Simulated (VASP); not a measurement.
# Au (Im-3m) in VASP: notebook

The runs below take Au through single point, relaxation of cell and atoms, with LDA.

Everything below comes from runs of VASP 6.6.1. Logs are shortened: lines on timing, memory, paths and dates and some standing lists are left out, and cuts for length are marked.

### 1 The cell of the first run

Symmetry: Im-3m, No. 229, cubic system. Conventional cell: a = 3.129 Å, b = 3.129 Å, c = 3.129 Å, α = 90.00°, β = 90.00°, γ = 90.00°. Au (site symmetry m-3m) has 14 Au at 2.71 to 3.13 Å within 3.6 Å.

### 2 Single point, LDA

Contents of INCAR:

```
PREC = Accurate
ENCUT = 520
EDIFF = 1E-6
ISMEAR = -1
SIGMA = 0.05
LREAL = False
LASPH = True
NELM = 100
ALGO = Normal
ISIF = 2
LWAVE = False
LCHARG = False
GGA = CA
NBANDS = 12
```

Contents of KPOINTS:

```
regular mesh
0
Gamma
  9 9 9
```

Contents of POSCAR:

```
Au
1.0
   -1.5646894643      1.5646894643      1.5646894643
    1.5646894643     -1.5646894643      1.5646894643
    1.5646894643      1.5646894643     -1.5646894643
Au
1
Direct
    0.0000000000      0.0000000000      0.0000000000
```

Potentials or basis: VASP PAW LDA potentials, release 64 (Au).

Run with:

```bash
cat potpaw_LDA.64/Au/POTCAR > POTCAR
mpirun -np 1 vasp_std > vasp.out
```

OUTCAR:

```text
PREC = Accurate
   ENCUT = 520
   EDIFF = 1E-6
   ISMEAR = -1
   LREAL = False
   LASPH = True
   NELM = 100
   ISIF = 2
   GGA = CA

 ion  position               nearest neighbor table
   1  0.000  0.000  0.000-

  LATTYP: Found a body centered cubic cell.
 ALAT       =     3.1293789286

  Lattice vectors:

 A1 = (  -1.5646894643,   1.5646894643,   1.5646894643)
 A2 = (   1.5646894643,  -1.5646894643,   1.5646894643)
 A3 = (   1.5646894643,   1.5646894643,  -1.5646894643)

Analysis of symmetry for initial positions (statically):
=====================================================================
 Subroutine PRICEL returns:
 Original cell was already a primitive cell.

 Routine SETGRP: Setting up the symmetry group for a
 body centered cubic supercell.

 Subroutine GETGRP returns: Found 48 space group operations
 (whereof 48 operations were pure point group operations)
 out of a pool of 48 trial point group operations.

The static configuration has the point symmetry O_h .

Analysis of symmetry for dynamics (positions and initial velocities):
=====================================================================
 Subroutine PRICEL returns:
 Original cell was already a primitive cell.

 Routine SETGRP: Setting up the symmetry group for a
 body centered cubic supercell.

 Subroutine GETGRP returns: Found 48 space group operations
 (whereof 48 operations were pure point group operations)
 out of a pool of 48 trial point group operations.

The dynamic configuration has the point symmetry O_h .

 Subroutine INISYM returns: Found 48 space group operations
 (whereof 48 operations are pure point group operations),
 and found     1 'primitive' translations

----------------------------------------------------------------------------------------

                                     Primitive cell

  volume of cell :      15.3230

  direct lattice vectors                    reciprocal lattice vectors
    -1.564689464  1.564689464  1.564689464     0.000000000  0.319552225  0.319552225
     1.564689464 -1.564689464  1.564689464     0.319552225  0.000000000  0.319552225
     1.564689464  1.564689464 -1.564689464     0.319552225  0.319552225  0.000000000

  length of vectors
     2.710121650  2.710121650  2.710121650     0.451915091  0.451915091  0.451915091

  position of ions in fractional coordinates (direct lattice)
     0.000000000  0.000000000  0.000000000
[... 75 lines left out ...]
   NELM   =    100;   NELMIN=  2; NELMDL= -5     # of ELM steps
   EDIFF  = 0.1E-05   stopping-criterion for ELM
   LREAL  =      F    real-space projection
   EDIFFG = 0.1E-04   stopping-criterion for IOM
   NSW    =      0    number of steps for IOM
   IBRION =     -1    ionic relax: 0-MD 1-quasi-New 2-CG
   NFREE  =      0    steps in history (QN), initial steepest desc. (CG)
   ISIF   =      2    stress and relaxation
   ISYM   =      2    0-nonsym 1-usesym 2-fastsym
   POTIM  = 0.5000    time-step for ionic-motion
   TEBEG  =    0.0;   TEEND  =   0.0 temperature during run
   PSTRESS=    0.0 pullay stress
   NELECT =      11.0000    total number of electrons
   NUPDOWN=      -1.0000    fix difference up-down
   EMIN   =  10.00;   EMAX   =-10.00  energy-range for DOS
   EFERMI =   0.00;   METHOD = LEGACY
   ISMEAR =    -1;   SIGMA  =   0.05  broadening in eV -4-tet -1-fermi 0-gaus
   EFERMI_NEDOS =   21; number of points for ismear=-14 and -15
   IALGO  =     38    algorithm
   IMIX   =      4    mixing-type and parameters
     AMIX     =   0.40;   BMIX     =  1.00
     AMIX_MAG =   1.60;   BMIX_MAG =  1.00
  volume/ion in A,a.u.               =      15.32       103.40
  Fermi-wavevector in a.u.,A,eV,Ry     =   1.465855  2.770064 29.235244  2.148730
  Thomas-Fermi vector in A             =   2.581662
   LORBIT       =      0    0 simple, 1 ext, 2 COOP (PROOUT), +10 PAW based schemes
   GGA     = CA    functional components
   LHFCALC =     F    Hartree Fock is set to
   AEXX    =    0.0000 exact exchange contribution
   IVDW    =     0    specifies the selected vdW correction
   LEPSILON=     F    determine dielectric tensor
   LRPA    =     F    only Hartree local field effects (RPA)
 non-spin polarized calculation
  energy-cutoff  :      520.00
  volume of cell :       15.32
 maximum number of plane-waves:       426
   NGX =  9   NGY =  9   NGZ =  9

 number of electron      10.9999997 magnetization

 Free energy of the ion-electron system (eV)
  ---------------------------------------------------
  ext. energy  EPLUGINS =         0.00000000
  ---------------------------------------------------
  free energy    TOTEN  =        -4.33351518 eV

  energy without entropy =       -4.32779982  energy(sigma->0) =       -4.33065750

 E-fermi :  11.0311     XC(G=0): -13.6081

 val. band max:       10.9725317693   @ k =  -0.4444   0.4444   0.1111
 cond. band min:      11.0800248941   @ k =  -0.3333   0.4444   0.1111
 fundamental gap:      0.1074931249
 Fermi energy:        11.0311250936

 k-point     1 :       0.0000    0.0000    0.0000
  band No.  band energies     occupation
      1       0.1116      2.00000
      2       5.6703      2.00000
      3       5.6703      2.00000
      4       5.6703      2.00000
      5       7.9953      2.00000
      6       7.9953      2.00000
      7      27.6114      0.00000
      8      27.6114      0.00000
      9      27.6114      0.00000
     10      37.4474      0.00000
     11      37.4534      0.00000
     12      37.4608      0.00000
[... 331 lines left out ...]
 k-point    24 :      -0.4444   -0.4444    0.1111
  band No.  band energies     occupation
      1       3.7787      2.00000
      2       5.0782      2.00000
      3       5.8905      2.00000
      4       7.3781      2.00000
      5       9.3262      2.00000
      6      13.7258      0.00000
      7      15.3619      0.00000
      8      21.8169      0.00000
      9      26.4990      0.00000
     10      31.9339      0.00000
     11      33.8080      0.00000
     12      37.5679      0.00000

 [... further k-points ...]
[... 5 lines left out ...]
  --------------------------------------------------------------------------------------
  -------------------------------------------------------------------------------------
  Total        1.9797318      1.9797318      1.9797318      0.0000000      0.0000000     -0.0000000
  in kB      207.0010197    207.0010197    207.0010197      0.0000000      0.0000000     -0.0000000
  external PRESSURE =     207.0010197 kB  Pullay stress =       0.0000000 kB

 VOLUME and BASIS-vectors are now :
 -----------------------------------------------------------------------------
  energy-cutoff  :      520.00
  volume of cell :       15.32
      direct lattice vectors                 reciprocal lattice vectors
    -1.564689464  1.564689464  1.564689464     0.000000000  0.319552225  0.319552225
     1.564689464 -1.564689464  1.564689464     0.319552225  0.000000000  0.319552225
     1.564689464  1.564689464 -1.564689464     0.319552225  0.319552225  0.000000000

 POSITION                                       TOTAL-FORCE (eV/Angst)
 -----------------------------------------------------------------------------------
      0.00000      0.00000      0.00000         0.000000     -0.000000      0.000000
 -----------------------------------------------------------------------------------
    total drift:                                0.000000     -0.000000      0.000000

  FREE ENERGIE OF THE ION-ELECTRON SYSTEM (eV)
  ---------------------------------------------------
  free  energy   TOTEN  =        -4.3335151832 eV

  energy  without entropy=       -4.3277998242  energy(sigma->0) =       -4.33065750
```

OSZICAR:

```text
N       E                     dE             d eps       ncg     rms          rms(c)
DAV:   1     0.501168486006E+02    0.50117E+02   -0.55544E+03   848   0.820E+02
DAV:   2    -0.396510347865E+01   -0.54082E+02   -0.51346E+02   980   0.195E+02
DAV:   3    -0.466014198883E+01   -0.69504E+00   -0.69465E+00  1032   0.212E+01
DAV:   4    -0.466229253905E+01   -0.21506E-02   -0.21504E-02   964   0.135E+00
DAV:   5    -0.466230592373E+01   -0.13385E-04   -0.13385E-04  1008   0.100E-01    0.130E+01
DAV:   6    -0.436853678400E+01    0.29377E+00   -0.71028E-01   928   0.683E+00    0.782E+00
DAV:   7    -0.433749383641E+01    0.31043E-01   -0.87995E-02   964   0.236E+00    0.315E+00
DAV:   8    -0.433351816127E+01    0.39757E-02   -0.37472E-03   928   0.605E-01    0.295E-01
DAV:   9    -0.433351397582E+01    0.41855E-05   -0.16585E-05   948   0.389E-02    0.106E-02
DAV:  10    -0.433351518332E+01   -0.12075E-05   -0.10170E-06   940   0.724E-03    0.229E-03
DAV:  11    -0.433351518321E+01    0.10448E-09   -0.25160E-08   492   0.136E-03
   1 F= -.43335152E+01 E0= -.43306575E+01  d E =-.571536E-02
```

stdout:

```text
POSCAR found type information on POSCAR Au
 POSCAR found :  1 types and       1 ions
 scaLAPACK will be used
 LDA part: xc-table for (Slater(with rela. corr.)+CA(PZ))
 , standard interpolation
 POSCAR, INCAR and KPOINTS ok, starting setup
 FFT: planning ... GRIDC
 FFT: planning ... GRID_SOFT
 FFT: planning ... GRID
 WAVECAR not read
 entering main loop
```

It took 2.4 s on 1 thread of Intel Xeon 6975P-C, shared host; peak memory 0.12 GiB.

What came out:

```
Free energy : -4.3335 eV
Pressure    : 20.7 GPa
```

Caveat: spin-orbit coupling is left out, which moves the levels of the heavy elements.

### 3 Relaxation of cell and atoms, LDA

This run uses another cell than the first one, of 18.21 Å³/atom, 1.188 times its volume.

Contents of INCAR:

```
PREC = Accurate
ENCUT = 600
EDIFF = 1E-6
ISMEAR = -1
SIGMA = 0.05
LREAL = F
LASPH = T
NELM = 60
ALGO = Normal
ISIF = 3
LWAVE = F
LCHARG = F
IBRION = 2
NSW = 60
EDIFFG = -0.03
```

KPOINTS is that of step 2.

Contents of POSCAR:

```
Au
1.0
   -1.6572690000      1.6572690000      1.6572690000
    1.6572690000     -1.6572690000      1.6572690000
    1.6572690000      1.6572690000     -1.6572690000
Au
1
Direct
    0.0000000000      0.0000000000      0.0000000000
```

Potentials or basis: VASP PAW LDA potentials, release 64 (Au).

Run with:

```bash
cat potpaw_LDA.64/Au/POTCAR > POTCAR
mpirun -np 1 vasp_std > vasp.out
```

Wall time 6.6 s (1 thread of Intel Xeon 6975P-C, shared host); peak memory 0.15 GiB.

The run converged. Its results:

- Free energy: -4.4167 eV
- Relaxed volume: 16.74 Å³/atom
- Relaxed cell: a = 2.791 Å, b = 2.791 Å, c = 2.791 Å, α = 109.47°, β = 109.47°, γ = 109.47°
- Space group after relaxing (to 0.05 Å): Im-3m (No. 229)
- Energy gained by relaxing: 62.6 meV/atom
- Ionic steps: 4
- Pressure after relaxing: -0.1 GPa

Step by step:
```tsv
step	energy change (eV)	largest force (eV/Å)	pressure (GPa)	volume (Å³)
1	0.0000	0.0000	-12.38	18.21
2	0.1172	0.0000	33.44	14.75
3	-0.0625	0.0000	-0.50	16.78
4	-0.0626	0.0000	-0.14	16.74
```

Final structure:
```
Au
1.0
    -1.61152    1.61152    1.61152
     1.61152   -1.61152    1.61152
     1.61152    1.61152   -1.61152
Au
1
Direct
  0.00000 0.00000 0.00000
```

Levels at points of the mesh, in eV from the Fermi level:
| k point | band 2 | band 3 | band 4 | band 5 | band 6 | band 7 | band 8 | band 9 |
| --- | --- | --- | --- | --- | --- | --- | --- | --- |
| (0.00, 0.00, 0.00) | -4.82 | -4.82 | -4.82 | -2.80 | -2.80 | 16.63 | 16.63 | 16.63 |

Caveat: spin-orbit coupling is left out, which moves the levels of the heavy elements.

### 4 Relaxation of cell and atoms, LDA, target pressure 10 GPa, at which the enthalpy is minimised

This run uses another cell than the first one, of 18.21 Å³/atom, 1.188 times its volume.

Contents of INCAR:

```
SYSTEM = Au
ALGO = Normal ; EDIFF = 1E-6
EDIFFG = -0.03 ; ENCUT = 600
GGA = CA ; IBRION = 2
ISIF = 3 ; ISMEAR = -1
LASPH = .True. ; LCHARG = .False.
LREAL = .False. ; LWAVE = .False.
NELM = 80 ; NSW = 60
PREC = Accurate ; PSTRESS = 100.0
SIGMA = 0.05
```

Contents of KPOINTS:

```
k-points
0
Gamma
  9 9 9
  0 0 0
```

POSCAR is that of step 3.

Run with:

```bash
cat potpaw_LDA.64/Au/POTCAR > POTCAR
mpirun -np 1 vasp_std > vasp.out
```

Run time: 8.4 s. Hardware: 1 thread of Intel Xeon 6975P-C, shared host; peak memory 0.15 GiB.

It converged, with:

| Item | Value |
| --- | --- |
| Free energy | -4.3936 eV |
| Relaxed volume | 15.95 Å³/atom |
| Relaxed cell | a = 2.747 Å, b = 2.747 Å, c = 2.747 Å, α = 109.47°, β = 109.47°, γ = 109.47° |
| Space group after relaxing (to 0.05 Å) | Im-3m (No. 229) |
| Energy change on relaxing (the enthalpy is what falls) | -39.5 meV/atom |
| Ionic steps | 5 |
| Pressure after relaxing | 10.0 GPa |

Step by step:
```tsv
step	energy change (eV)	largest force (eV/Å)	pressure (GPa)	volume (Å³)
1	0.0000	0.0000	-12.38	18.21
2	1.2861	0.0000	136.03	12.29
3	-0.0488	0.0000	7.57	16.12
4	-0.0435	0.0000	9.02	16.02
5	-0.0395	0.0000	10.03	15.95
```

Final structure:
```xyz
1
Lattice="-1.5859 1.5859 1.5859 1.5859 -1.5859 1.5859 1.5859 1.5859 -1.5859" Properties=species:S:1:pos:R:3 pbc="T T T"
Au    0.0000    0.0000    0.0000
```

Levels at points of the mesh, in eV from the Fermi level:
```tsv
k point	band 3	band 4	band 5	band 6	band 7	band 8	band 9
(0.00, 0.00, 0.00)	-5.10	-5.10	-2.92	-2.92	16.61	16.61	16.61
```

Caveat: the cell is relaxed towards a set pressure, so the enthalpy falls and the energy may rise; spin-orbit coupling is left out, which moves the levels of the heavy elements.

### 5 Overview

| task | cell | cutoff (eV) | gap on the mesh (eV) | pressure (GPa) |
| --- | --- | --- | --- | --- |
| single point | a = 2.710 Å, angles 109.5°, 1 atom | 520 | none | 20.7 |
| relaxation of cell and atoms | relaxed from a = 2.870 Å, angles 109.5°, 1 atom | 600 | none | -0.1 |
| relaxation of cell and atoms | relaxed to 10 GPa from a = 2.870 Å, angles 109.5°, 1 atom | 600 | none | 10.0 |

Alike in all rows: level LDA; potentials or basis VASP PAW LDA potentials, release 64 (Au); no spin polarisation; k mesh 9 × 9 × 9; smearing fermi-dirac 0.05 eV.

Caveats: spin-orbit coupling is left out, which moves the levels of the heavy elements; the cell is relaxed towards a set pressure, so the enthalpy falls and the energy may rise (some runs).

Absolute energies hang on the potentials; compare differences alone.
